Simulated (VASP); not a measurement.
# CaC2 (R-3m) in VASP: further runs

Runs on CaC2. Level: LDA. Tasks: single point, relaxation of cell and atoms.

Program: VASP 6.6.1. These are calculated values, not measurements. Logs are shortened: lines on timing, memory, paths and dates and some standing lists are left out, and cuts for length are marked.

**1. The cell of the first run**

Symmetry: R-3m, No. 166, trigonal system. The conventional cell has a = 3.770 Å, b = 3.770 Å, c = 11.558 Å, α = 90.00°, β = 90.00°, γ = 120.00°. Within 3.3 Å of Ca (site symmetry -3m) lie 6 C at 2.54 Å. C (site symmetry 3m) has 1 C at 1.25 Å within 1.7 Å.

**2. Single point, LDA**

Input file INCAR:

```
SYSTEM = CaC2
  PREC = Accurate
  ENCUT = 520
  EDIFF = 1E-7
  ISMEAR = 0
  SIGMA = 0.02
  LREAL = .False.
  LASPH = .True.
  NELM = 100
  ALGO = Normal
  ISIF = 2
  LWAVE = .False.
  LCHARG = .False.
  NBANDS = 16
```

Input file KPOINTS:

```
Automatic mesh
0
Gamma
  9 9 9
  0 0 0
```

Input file POSCAR:

```
CaC2
1.0
    1.8851418975      1.0883871819      3.8525105244
   -1.8851418975      1.0883871819      3.8525105244
    0.0000000000     -2.1767743639      3.8525105244
Ca C
1 2
Direct
    0.0000000000      0.0000000000      0.0000000000
    0.5538702772      0.5538702772      0.5538702772
    0.4461297228      0.4461297228      0.4461297228
```

Potentials or basis: VASP PAW LDA potentials, release 64 (Ca_sv, C).

Started as:

```console
> cat potpaw_LDA.64/Ca_sv/POTCAR potpaw_LDA.64/C/POTCAR > POTCAR
> mpirun -np 1 vasp_std > vasp.out
```

OUTCAR:

```text
SYSTEM = CaC2
   PREC = Accurate
   ENCUT = 520
   EDIFF = 1E-7
   ISMEAR = 0
   LREAL = .False.
   LASPH = .True.
   NELM = 100
   ISIF = 2

 ion  position               nearest neighbor table
   1  0.000  0.000  0.000-   2 2.54   3 2.54   2 2.54   2 2.54   3 2.54   3 2.54
   2  0.554  0.554  0.554-   3 1.25   1 2.54   1 2.54   1 2.54
   3  0.446  0.446  0.446-   2 1.25   1 2.54   1 2.54   1 2.54

  LATTYP: Found a trigonal (rhomboedric) cell.
 ALAT       =     4.4249501661
 COS(alpha) =     0.6370044348

  Lattice vectors:

 A1 = (   1.8851418975,   1.0883871819,   3.8525105244)
 A2 = (  -1.8851418975,   1.0883871819,   3.8525105244)
 A3 = (   0.0000000000,  -2.1767743639,   3.8525105244)

Analysis of symmetry for initial positions (statically):
=====================================================================
 Subroutine PRICEL returns:
 Original cell was already a primitive cell.

 Routine SETGRP: Setting up the symmetry group for a
 trigonal (rhombohedral) supercell.

 Subroutine GETGRP returns: Found 12 space group operations
 (whereof 12 operations were pure point group operations)
 out of a pool of 12 trial point group operations.

The static configuration has the point symmetry D_3d.

Analysis of symmetry for dynamics (positions and initial velocities):
=====================================================================
 Subroutine PRICEL returns:
 Original cell was already a primitive cell.

 Routine SETGRP: Setting up the symmetry group for a
 trigonal (rhombohedral) supercell.

 Subroutine GETGRP returns: Found 12 space group operations
 (whereof 12 operations were pure point group operations)
 out of a pool of 12 trial point group operations.

The dynamic configuration has the point symmetry D_3d.

 Subroutine INISYM returns: Found 12 space group operations
 (whereof 12 operations are pure point group operations),
 and found     1 'primitive' translations

----------------------------------------------------------------------------------------

                                     Primitive cell

  volume of cell :      47.4267

  direct lattice vectors                    reciprocal lattice vectors
     1.885141898  1.088387182  3.852510524     0.265232023  0.153131780  0.086523666
    -1.885141898  1.088387182  3.852510524    -0.265232023  0.153131780  0.086523666
     0.000000000 -2.176774364  3.852510524     0.000000000 -0.306263560  0.086523666

  length of vectors
     4.424950166  4.424950166  4.424950166     0.318251022  0.318251022  0.318251022

  position of ions in fractional coordinates (direct lattice)
[... 85 lines left out ...]
   IBRION =     -1    ionic relax: 0-MD 1-quasi-New 2-CG
   NFREE  =      0    steps in history (QN), initial steepest desc. (CG)
   ISIF   =      2    stress and relaxation
   ISYM   =      2    0-nonsym 1-usesym 2-fastsym
   POTIM  = 0.5000    time-step for ionic-motion
   TEBEG  =    0.0;   TEEND  =   0.0 temperature during run
   PSTRESS=    0.0 pullay stress
   NELECT =      18.0000    total number of electrons
   NUPDOWN=      -1.0000    fix difference up-down
   EMIN   =  10.00;   EMAX   =-10.00  energy-range for DOS
   EFERMI =   0.00;   METHOD = LEGACY
   ISMEAR =     0;   SIGMA  =   0.02  broadening in eV -4-tet -1-fermi 0-gaus
   EFERMI_NEDOS =   21; number of points for ismear=-14 and -15
   IALGO  =     38    algorithm
   IMIX   =      4    mixing-type and parameters
     AMIX     =   0.40;   BMIX     =  1.00
     AMIX_MAG =   1.60;   BMIX_MAG =  1.00
  volume/ion in A,a.u.               =      15.81       106.68
  Fermi-wavevector in a.u.,A,eV,Ry     =   1.185291  2.239874 19.115011  1.404914
  Thomas-Fermi vector in A             =   2.321487
   LORBIT       =      0    0 simple, 1 ext, 2 COOP (PROOUT), +10 PAW based schemes
   GGA     = CA    functional components
   LHFCALC =     F    Hartree Fock is set to
   AEXX    =    0.0000 exact exchange contribution
   IVDW    =     0    specifies the selected vdW correction
   LEPSILON=     F    determine dielectric tensor
   LRPA    =     F    only Hartree local field effects (RPA)
 non-spin polarized calculation
 Gauss-broadening in eV      SIGMA  =   0.02
  energy-cutoff  :      520.00
  volume of cell :       47.43
 maximum number of plane-waves:      1287
 NGX is ok and might be reduce to    36
   NGX = 17   NGY = 17   NGZ = 17

 number of electron      18.0000000 magnetization

 Free energy of the ion-electron system (eV)
  ---------------------------------------------------
  ext. energy  EPLUGINS =         0.00000000
  ---------------------------------------------------
  free energy    TOTEN  =       -22.04362377 eV

  energy without entropy =      -22.04362377  energy(sigma->0) =      -22.04362377

 E-fermi :   1.4723     XC(G=0):  -9.7960

 val. band max:        1.3117919052   @ k =   0.4444   0.4444   0.4444
 cond. band min:       3.8237392763   @ k =   0.4444   0.4444  -0.0000
 fundamental gap:      2.5119473712
 Fermi energy:         1.4722828098

 k-point     1 :       0.0000    0.0000    0.0000
  band No.  band energies     occupation
      1     -36.9879      2.00000
      2     -18.3877      2.00000
      3     -18.2205      2.00000
      4     -18.2205      2.00000
      5     -11.3157      2.00000
      6      -1.6992      2.00000
[... 433 lines left out ...]
      3     -18.3881      2.00000
      4     -18.2756      2.00000
      5     -10.9682      2.00000
      6      -2.3501      2.00000
[... 8 lines left out ...]
     15      10.3120      0.00000
     16      10.9487      0.00000

 [... further k-points ...]

------------------------ aborting loop because EDIFF is reached ----------------------------------------

  FORCE on cell =-STRESS in cart. coord.  units (eV):
  Direction    XX          YY          ZZ          XY          YZ          ZX
  --------------------------------------------------------------------------------------
  -------------------------------------------------------------------------------------
  Total        0.0838759      0.0838759      0.2039553     -0.0000000     -0.0000000      0.0000000
  in kB        2.8335122      2.8335122      6.8900620     -0.0000000     -0.0000000      0.0000000
  external PRESSURE =       4.1856955 kB  Pullay stress =       0.0000000 kB

 VOLUME and BASIS-vectors are now :
 -----------------------------------------------------------------------------
  energy-cutoff  :      520.00
  volume of cell :       47.43
      direct lattice vectors                 reciprocal lattice vectors
     1.885141898  1.088387182  3.852510524     0.265232023  0.153131780  0.086523666
    -1.885141898  1.088387182  3.852510524    -0.265232023  0.153131780  0.086523666
     0.000000000 -2.176774364  3.852510524     0.000000000 -0.306263560  0.086523666

 POSITION                                       TOTAL-FORCE (eV/Angst)
 -----------------------------------------------------------------------------------
      0.00000      0.00000      0.00000         0.000000     -0.000000     -0.000000
      0.00000     -0.00000      6.40137        -0.000000     -0.000000      0.087161
      0.00000     -0.00000      5.15616        -0.000000      0.000000     -0.087161
 -----------------------------------------------------------------------------------
    total drift:                                0.000000      0.000000     -0.000000

  FREE ENERGIE OF THE ION-ELECTRON SYSTEM (eV)
  ---------------------------------------------------
  free  energy   TOTEN  =       -22.0436237699 eV

  energy  without entropy=      -22.0436237699  energy(sigma->0) =      -22.04362377
```

stdout:

```text
POSCAR found type information on POSCAR CaC
 POSCAR found :  2 types and       3 ions
 scaLAPACK will be used
 LDA part: xc-table for (Slater(with rela. corr.)+CA(PZ))
 , standard interpolation
 POSCAR, INCAR and KPOINTS ok, starting setup
 FFT: planning ... GRIDC
 FFT: planning ... GRID_SOFT
 FFT: planning ... GRID
 WAVECAR not read
 entering main loop
```

Run time: 47 s. Hardware: 1 thread of Intel Xeon 6975P-C (Granite Rapids), shared host; peak memory 0.2 GiB.

Results:

* Free energy: -22.0436 eV
* Pressure: 0.4 GPa
* Largest force: 0.087 eV/Å
* Band gap on the k mesh: 2.51 eV, indirect (least direct gap 3.80 eV)

Forces on the atoms (eV/Å):
```
Ca   0.000  0.000  0.000
C    0.000  0.000  0.087
C    0.000  0.000 -0.087
```

Stress tensor (GPa, compression positive):
```
0.28 0.00 0.00
0.00 0.28 0.00
0.00 0.00 0.69
```

Levels at points of the mesh, in eV from the valence-band top:
```tsv
k point	band 6	band 7	band 8	band 9	band 10	band 11	band 12	band 13
(0.00, 0.00, 0.00)	-3.01	-2.65	-0.86	-0.86	2.93	2.93	4.23	5.60
```

A k mesh can miss the band edges.

**3. Relaxation of cell and atoms, LDA**

Input file INCAR:

```
PREC     = Accurate       # precision mode
ENCUT    = 600            # plane-wave cutoff, eV
EDIFF    = 1E-6           # SCF threshold, eV
ISMEAR   = 0              # smearing method
SIGMA    = 0.02           # smearing width, eV
LREAL    = False          # projectors in reciprocal space
LASPH    = True           # aspherical terms in the spheres
NELM     = 100            # most SCF steps
ALGO     = Normal         # electronic algorithm
ISIF     = 3              # what is computed and relaxed
LWAVE    = False          # write WAVECAR
LCHARG   = False          # write CHGCAR
GGA      = CA             # functional
IBRION   = 2              # ionic algorithm
NSW      = 100            # ionic steps
EDIFFG   = -0.005         # ionic threshold
```

Input file KPOINTS:

```
regular mesh
0
Gamma
  9 9 9
```

POSCAR is that of step 2.

Potentials or basis: VASP PAW LDA potentials, release 64 (Ca_sv, C).

Started as:

```console
> cat potpaw_LDA.64/Ca_sv/POTCAR potpaw_LDA.64/C/POTCAR > POTCAR
> mpirun -np 1 vasp_std > vasp.out
```

Wall time 82 s (1 thread of Intel Xeon 6975P-C (Granite Rapids), shared host); peak memory 0.22 GiB.

The run converged. Its results:

* Free energy: -22.0470 eV
* Relaxed volume: 15.86 Å³/atom
* Relaxed cell: a = 4.429 Å, b = 4.429 Å, c = 4.429 Å, α = 50.43°, β = 50.43°, γ = 50.43°
* Space group after relaxing (to 0.05 Å): R-3m (No. 166)
* Energy gained by relaxing: 0.1 meV/atom
* Ionic steps: 4
* Pressure after relaxing: 0.0 GPa
* Band gap on the k mesh: 2.52 eV, indirect (least direct gap 3.79 eV)

Step by step:
```csv
step,energy change (eV),largest force (eV/Å),pressure (GPa),volume (Å³)
1,0.0000,0.0777,0.33,47.43
2,0.0035,0.7622,-0.99,47.65
3,-0.0001,0.0250,0.16,47.45
4,-0.0002,0.0002,0.02,47.57
```

Final structure:
```
CELL_PARAMETERS angstrom
1.88711 1.08953 3.85626
-1.88711 1.08953 3.85626
0.00000 -2.17905 3.85626
ATOMIC_POSITIONS crystal
Ca 0.00000 0.00000 0.00000
C 0.55387 0.55387 0.55387
C 0.44613 0.44613 0.44613
```

Levels at points of the mesh, in eV from the valence-band top:
| k point | band 7 | band 8 | band 9 | band 10 | band 11 | band 12 |
| --- | --- | --- | --- | --- | --- | --- |
| (0.00, 0.00, 0.00) | -2.65 | -0.86 | -0.86 | 2.93 | 2.93 | 4.23 |

(Continued in part 2 of 2.)
